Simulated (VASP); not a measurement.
Write the native input for VASP 6.6.1 that does the following.

```yaml
Task: single point
Functional: PBE
Potentials_or_basis: VASP PAW PBE potentials, release 64 (Al, P)
Cutoff: 500 eV
k_mesh: 10 × 10 × 10
Occupations: gaussian, width 0.05 eV
Spin: no spin polarisation
Dipole_correction: no
Further_INCAR_settings: ALGO = Normal; EDIFF = 1e-06; NBANDS = 11
```

The structure of AlP lies in POSCAR:

```
AlP
1.0
    0.0000000000      2.7534005734      2.7534005734
    2.7534005734      0.0000000000      2.7534005734
    2.7534005734      2.7534005734      0.0000000000
Al P
1 1
Direct
    0.0000000000      0.0000000000      0.0000000000
    0.7500000000      0.7500000000      0.7500000000
```

These files were run (other wordings do the same):

INCAR

```
PREC = Accurate
ENCUT = 500
EDIFF = 1E-6
ISMEAR = 0
SIGMA = 0.05
LREAL = F
LASPH = T
NELM = 120
ALGO = Normal
ISIF = 2
LWAVE = F
LCHARG = F
GGA = PE
NBANDS = 11
GGA_COMPAT = F
```

KPOINTS

```
Automatic mesh
0
Gamma
  10 10 10
```

Potentials or basis: VASP PAW PBE potentials, release 64 (Al, P).

The run is started by

```sh
$ cat potpaw_PBE.64/Al/POTCAR potpaw_PBE.64/P/POTCAR > POTCAR
$ mpirun -np 1 vasp_std > vasp.out
```

Results of the run:

| Quantity | Value |
| --- | --- |
| Pressure | 0.0 GPa |
| Band gap on the k mesh | 1.63 eV, indirect (least direct gap 3.09 eV) |

Run time: 37 s on 1 thread of Intel Xeon 8259CL (shared host), peak memory 0.16 GiB.
